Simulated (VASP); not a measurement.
GaN: dielectric tensor with LDA

The system is GaN.

```
CELL_PARAMETERS angstrom
0.00000 2.25350 2.25350
2.25350 0.00000 2.25350
2.25350 2.25350 0.00000
ATOMIC_POSITIONS crystal
Ga 0.00000 0.00000 0.00000
N 0.25000 0.25000 0.25000
```

```
Program                : VASP 6.6.1
Task                   : dielectric tensor
Functional             : LDA
Potentials or basis    : VASP PAW LDA potentials, release 64 (Ga_d, N)
Cutoff                 : 520 eV
k mesh                 : 10 × 10 × 10
Occupations            : gaussian, width 0.01 eV
Spin                   : no spin polarisation
Dipole correction      : no
Further INCAR settings : ALGO = Normal; EDIFF = 1e-08
```

* Band gap on the k mesh: 1.75 eV, direct
* Electronic dielectric tensor (diagonal): 5.99
* Born charges (mean of the diagonal): Ga +2.64; N -2.64 e

Levels at points of the mesh, in eV from the valence-band top:
```tsv
k point	band 7	band 8	band 9	band 10	band 11	band 12
(0.00, 0.00, 0.00)	0.00	0.00	0.00	1.75	10.11	10.11
(0.50, 0.00, 0.00)	-7.12	-0.98	-0.98	4.54	8.60	10.20
(0.50, 0.50, 0.00)	-6.20	-2.73	-2.73	3.25	6.48	11.50
```

Electronic dielectric tensor:
```
5.99 0.00 0.00
0.00 5.99 0.00
0.00 0.00 5.99
```

Born effective charge tensors (e):
atom 1, Ga
```
2.64 0.00 0.00
0.00 2.64 0.00
0.00 0.00 2.64
```
atom 2, N
```
-2.64  0.00  0.00
 0.00 -2.64  0.00
 0.00  0.00 -2.64
```

It took 100 s on 1 thread of Intel(R) Xeon(R) 6975P-C (Granite Rapids) (shared host), peak memory 0.25 GiB.
